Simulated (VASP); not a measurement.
**Si2HC2: single point with PBE**

The system is Si2HC2, a wire with vacuum.

```
CELL_PARAMETERS angstrom
20.50000 0.00000 0.00000
0.00000 9.30000 0.00000
0.00000 0.00000 3.11204
ATOMIC_POSITIONS crystal
Si 0.31505 0.50000 0.50000
Si 0.44566 0.50000 0.00000
Si 0.57627 0.50000 0.50000
Si 0.70649 0.50000 0.00000
C 0.27438 0.50000 0.00000
C 0.40394 0.50000 0.50000
C 0.53454 0.50000 0.00000
C 0.66532 0.50000 0.50000
H 0.77923 0.50000 0.00000
H 0.22107 0.50000 0.00000
```

```
Program                : VASP 6.6.1
Task                   : single point
Functional             : PBE
Potentials or basis    : VASP PAW PBE potentials, release 64 (Si, C, H)
Cutoff                 : 520 eV
k mesh                 : 1 × 1 × 17
Occupations            : gaussian, width 0.05 eV
Spin                   : no spin polarisation
Dipole correction      : no
Further INCAR settings : ALGO = Normal; EDIFF = 1e-06; NBANDS = 28
```

```json
{
  "Largest force": "0.024 eV/Å",
  "Band gap on the k mesh": "0.02 eV"
}
```

Forces on the atoms (eV/Å):
```
Si   0.014  0.000  0.000
Si   0.022  0.000  0.000
Si   0.013  0.000  0.000
Si   0.023  0.000  0.000
C    0.007  0.000  0.000
C   -0.014  0.000  0.000
C   -0.020  0.000  0.000
C   -0.005  0.000  0.000
H   -0.016  0.000  0.000
H   -0.024  0.000  0.000
```

Levels at points of the mesh, in eV from the valence-band top:
```tsv
k point	band 13	band 14	band 15	band 16	band 17	band 18	band 19	band 20	band 21	band 22
(0.00, 0.00, 0.00)	-3.00	-2.91	-2.74	-1.95	-1.63	1.28	1.72	2.30	2.85	2.95
```

Run time: 10 min on 1 thread of Intel Xeon 8259CL, on a shared host, peak memory 0.64 GiB.
